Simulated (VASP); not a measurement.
Wanted: the native input for a VASP 6.6.1 run.

* Task: single point
* Functional: r2SCAN
* Potentials or basis: VASP PAW PBE potentials, release 64 (Cu, Mo_sv)
* Cutoff: 660 eV
* k mesh: 12 × 12 × 12
* Occupations: fermi-dirac, width 0.1 eV
* Spin: no spin polarisation
* Dipole correction: no
* Further INCAR settings: ALGO = Normal; EDIFF = 1e-06; NBANDS = 20

CuMo:

```
Cu Mo
1.0
     0.00000    2.49094    2.49094
     2.49094    0.00000    2.49094
     2.49094    2.49094    0.00000
Cu Mo
1 1
Direct
  0.00000 0.00000 0.00000
  0.25000 0.25000 0.25000
```

One way to write it, as run:

POSCAR

```
CuMo
1.0
    0.0000000000      2.4909412900      2.4909412900
    2.4909412900      0.0000000000      2.4909412900
    2.4909412900      2.4909412900      0.0000000000
Cu Mo
1 1
Direct
    0.0000000000      0.0000000000      0.0000000000
    0.2500000000      0.2500000000      0.2500000000
```

INCAR.step1

```
SYSTEM = CuMo
PREC = Accurate
ENCUT = 660
ISMEAR = -1
SIGMA = 0.1
LREAL = .FALSE.
LASPH = .TRUE.
NELM = 120
NBANDS = 20
GGA = PE
ALGO = Normal
EDIFF = 1E-5
LWAVE = .TRUE.
LCHARG = .FALSE.
GGA_COMPAT = .FALSE.
```

INCAR.step2

```
SYSTEM = CuMo
PREC = Accurate
ENCUT = 660
EDIFF = 1E-6
ISMEAR = -1
SIGMA = 0.1
LREAL = .FALSE.
LASPH = .TRUE.
NELM = 120
ALGO = Normal
ISIF = 2
LWAVE = .FALSE.
LCHARG = .FALSE.
METAGGA = R2SCAN
LMIXTAU = .TRUE.
NBANDS = 20
ISTART = 1
GGA_COMPAT = .FALSE.
```

KPOINTS

```
regular mesh
0
G
  12 12 12
  0 0 0
```

Potentials or basis: VASP PAW PBE potentials, release 64 (Cu, Mo_sv).

Command:

```bash
$ cat potpaw_PBE.64/Cu/POTCAR potpaw_PBE.64/Mo_sv/POTCAR > POTCAR
$ cp INCAR.step1 INCAR
$ mpirun -np 1 vasp_std > vasp.out
$ cp INCAR.step2 INCAR
$ mpirun -np 1 vasp_std > vasp.out
```

It gave:

```
Pressure : 44.8 GPa
```

Caveat: the PAW data sets were made with another functional, which shifts forces and pressure a little.

Run time: 9.7 min on 1 thread of AMD EPYC 7R13, on a shared host, peak memory 0.19 GiB.
